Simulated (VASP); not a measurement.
Runs of VASP 6.6.1 on Sr. The structure is that of space group P6_3/mmc (No. 194), or close to it. The cells are those of the table. This isn't the form of Sr at room conditions, which is fcc.

```csv
cell,gap on the mesh (eV),pressure (GPa)
"a = 4.301, b = 4.301, c = 7.045 Å, angles 90.0, 90.0, 120.0°, 2 atoms",none,0.2
"a = 4.243, b = 4.243, c = 6.949 Å, angles 90.0, 90.0, 120.0°, 2 atoms",none,(a)
"a = 4.330, b = 4.330, c = 7.091 Å, angles 90.0, 90.0, 120.0°, 2 atoms",none,-0.1
"a = 4.272, b = 4.272, c = 6.997 Å, angles 90.0, 90.0, 120.0°, 2 atoms",none,0.4
```

Alike in all rows: task electric field gradients; level r2SCAN; potentials or basis VASP PAW PBE potentials, release 64 (Sr_sv); no spin polarisation; k mesh 11 × 11 × 6; cutoff (eV) 520; smearing fermi-dirac 0.05 eV.

Problem. Estimate the missing entries.

Solution. (a) 0.7.

Caveats: the PAW data sets were made with another functional, which shifts forces and pressure a little.

A k mesh can miss the band edges, and the runs leave out spin-orbit coupling on Sr.

A gap of «none» marks levels without a gap at the run's occupations.
